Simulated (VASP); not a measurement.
# KF (Carobbiite) (Fm-3m) in VASP: settings compared, part 2 of 2

VASP 6.6.1.

## (3) Single point, PBEsol

This run uses another cell than the first one, of 19.84 Å³/atom, 0.981 times its volume.

INCAR

```
SYSTEM = KF
  ALGO = Normal
  EDIFF = 1E-6
  ENCUT = 520
  GGA = PS
  ISIF = 2
  ISMEAR = -1
  LASPH = .TRUE.
  LCHARG = .TRUE.
  LELF = .TRUE.
  LREAL = .FALSE.
  LVHAR = .TRUE.
  LWAVE = .FALSE.
  NBANDS = 15
  NELM = 80
  PREC = Accurate
  SIGMA = 0.05
```

KPOINTS

```
k-points
0
G
  9 9 9
  0 0 0
```

POSCAR

```
KF
1.0
    0.0000000000      2.7070099531      2.7070099531
    2.7070099531      0.0000000000      2.7070099531
    2.7070099531      2.7070099531      0.0000000000
K F
1 1
Direct
    0.0000000000      0.0000000000      0.0000000000
    0.5000000000      0.5000000000      0.5000000000
```

Potentials or basis: VASP PAW PBE potentials, release 64 (K_sv, F).

Launch:

```bash
$ cat potpaw_PBE.64/K_sv/POTCAR potpaw_PBE.64/F/POTCAR > POTCAR
$ mpirun -np 1 vasp_std > vasp.out
```

It took 9.9 s on 1 thread of AMD EPYC 9R45 (Zen 5), shared host; peak memory 0.13 GiB.

Results (log left out):

* Free energy: -8.5102 eV
* Pressure: -1.7 GPa
* Band gap on the k mesh: 5.84 eV, direct

Levels at points of the mesh, in eV from the valence-band top:
```
           k point  band 4  band 5  band 6  band 7  band 8  band 9  band 10  band 11  band 12  band 13
(0.00, 0.00, 0.00)   -9.42   -9.42    0.00    0.00    0.00    5.84    10.53    10.53    10.53    12.15
```

Caveat: the PAW data sets were made with another functional, which shifts forces and pressure a little.

## (4) Single point, PBE

This run uses another cell than the first one, of 19.89 Å³/atom, 0.984 times its volume.

INCAR

```
PREC     = Accurate       # precision mode
ENCUT    = 520            # plane-wave cutoff, eV
EDIFF    = 1E-6           # SCF threshold, eV
ISMEAR   = -1             # smearing method
SIGMA    = 0.05           # smearing width, eV
LREAL    = F              # projectors in reciprocal space
LASPH    = T              # aspherical terms in the spheres
NELM     = 80             # most SCF steps
ALGO     = Normal         # electronic algorithm
ISIF     = 2              # what is computed and relaxed
LWAVE    = F              # write WAVECAR
LCHARG   = F              # write CHGCAR
GGA      = PE             # functional
NBANDS   = 15             # bands
```

KPOINTS

```
regular mesh
0
Gamma
  9 9 9
```

POSCAR

```
KF
1.0
    0.0000000000      2.7093544948      2.7093544948
    2.7093544948      0.0000000000      2.7093544948
    2.7093544948      2.7093544948      0.0000000000
K F
1 1
Direct
    0.0000000000      0.0000000000      0.0000000000
    0.5000000000      0.5000000000      0.5000000000
```

Potentials or basis: VASP PAW PBE potentials, release 64 (K_sv, F).

Launch:

```bash
$ cat potpaw_PBE.64/K_sv/POTCAR potpaw_PBE.64/F/POTCAR > POTCAR
$ mpirun -np 1 vasp_std > vasp.out
```

OUTCAR:

```text
PREC = Accurate
   ENCUT = 520
   EDIFF = 1E-6
   ISMEAR = -1
   LREAL = F
   LASPH = T
   NELM = 80
   ISIF = 2
   GGA = PE

 ion  position               nearest neighbor table
   1  0.000  0.000  0.000-   2 2.71   2 2.71   2 2.71   2 2.71   2 2.71   2 2.71
   2  0.500  0.500  0.500-   1 2.71   1 2.71   1 2.71   1 2.71   1 2.71   1 2.71

  LATTYP: Found a face centered cubic cell.
 ALAT       =     5.4187089896

  Lattice vectors:

 A1 = (   0.0000000000,   2.7093544948,   2.7093544948)
 A2 = (   2.7093544948,   0.0000000000,   2.7093544948)
 A3 = (   2.7093544948,   2.7093544948,   0.0000000000)

Analysis of symmetry for initial positions (statically):
=====================================================================
 Subroutine PRICEL returns:
 Original cell was already a primitive cell.

 Routine SETGRP: Setting up the symmetry group for a
 face centered cubic supercell.

 Subroutine GETGRP returns: Found 48 space group operations
[... 9 lines left out ...]

 Routine SETGRP: Setting up the symmetry group for a
 face centered cubic supercell.

 Subroutine GETGRP returns: Found 48 space group operations
[... 11 lines left out ...]
                                     Primitive cell
[... 143 lines left out ...]
 Fermi energy:        -1.7956071602

 k-point     1 :       0.0000    0.0000    0.0000
  band No.  band energies     occupation
      1     -29.1684      2.00000
      2     -21.5463      2.00000
      3     -12.4472      2.00000
      4     -12.4472      2.00000
      5     -12.4472      2.00000
      6      -2.9120      2.00000
      7      -2.9120      2.00000
      8      -2.9120      2.00000
      9       3.0397      0.00000
     10       7.6489      0.00000
     11       7.6489      0.00000
     12       7.6489      0.00000
     13       9.2658      0.00000
     14       9.2658      0.00000
[... 401 lines left out ...]
      2     -21.5565      2.00000
      3     -12.9080      2.00000
      4     -12.6260      2.00000
      5     -12.6260      2.00000
      6      -3.1729      2.00000
      7      -2.9768      2.00000
      8      -2.9768      2.00000
      9       5.2982      0.00000
     10       6.9342      0.00000
     11       8.6763      0.00000
     12      10.4319      0.00000
     13      10.8771      0.00000
     14      10.8771      0.00000
     15      12.7529      0.00000

 [... further k-points ...]
[... 5 lines left out ...]
  --------------------------------------------------------------------------------------
  -------------------------------------------------------------------------------------
  Total        0.0112071      0.0112071      0.0112071      0.0000000      0.0000000     -0.0000000
  in kB        0.4514137      0.4514137      0.4514137      0.0000000      0.0000000     -0.0000000
  external PRESSURE =       0.4514137 kB  Pullay stress =       0.0000000 kB

 VOLUME and BASIS-vectors are now :
 -----------------------------------------------------------------------------
  energy-cutoff  :      520.00
  volume of cell :       39.78
      direct lattice vectors                 reciprocal lattice vectors
     0.000000000  2.709354495  2.709354495    -0.184545803  0.184545803  0.184545803
     2.709354495  0.000000000  2.709354495     0.184545803 -0.184545803  0.184545803
     2.709354495  2.709354495  0.000000000     0.184545803  0.184545803 -0.184545803

 POSITION                                       TOTAL-FORCE (eV/Angst)
 -----------------------------------------------------------------------------------
      0.00000      0.00000      0.00000        -0.000000      0.000000      0.000000
      2.70935      2.70935      2.70935         0.000000     -0.000000     -0.000000
 -----------------------------------------------------------------------------------
    total drift:                                0.000000      0.000000      0.000000

  FREE ENERGIE OF THE ION-ELECTRON SYSTEM (eV)
  ---------------------------------------------------
  free  energy   TOTEN  =        -8.2992242535 eV

  energy  without entropy=       -8.2992242534  energy(sigma->0) =       -8.29922425
```

stdout:

```text
POSCAR found type information on POSCAR K F
 POSCAR found :  2 types and       2 ions
 scaLAPACK will be used
 LDA part: xc-table for (Slater+PW92), standard interpolation
 POSCAR, INCAR and KPOINTS ok, starting setup
 FFT: planning ... GRIDC
 FFT: planning ... GRID_SOFT
 FFT: planning ... GRID
 WAVECAR not read
 entering main loop
```

Run time: 9.4 s. Hardware: 1 thread of AMD EPYC 9R45 (Zen 5), shared host; peak memory 0.13 GiB.

What came out:

* Free energy: -8.2992 eV
* Pressure: 0.0 GPa
* Band gap on the k mesh: 5.95 eV, direct

A k mesh can miss the band edges. Expect the measured gap to be larger: semilocal functionals such as PBE lack the derivative discontinuity.

## (5) The runs side by side

```tsv
level	cell	gap on the mesh (eV)	pressure (GPa)
PBEsol	a = 3.853 Å, angles 60.0°, 2 atoms	5.75	-2.2
PBEsol	a = 3.828 Å, angles 60.0°, 2 atoms	5.84	-1.7
PBE	a = 3.832 Å, angles 60.0°, 2 atoms	5.95	0.0
```

Alike in all rows: task single point; potentials or basis VASP PAW PBE potentials, release 64 (K_sv, F); no spin polarisation; k mesh 9 × 9 × 9; cutoff (eV) 520; smearing fermi-dirac 0.05 eV.

Caveats: the PAW data sets were made with another functional, which shifts forces and pressure a little (some runs).

Absolute energies hang on the potentials; compare differences alone.
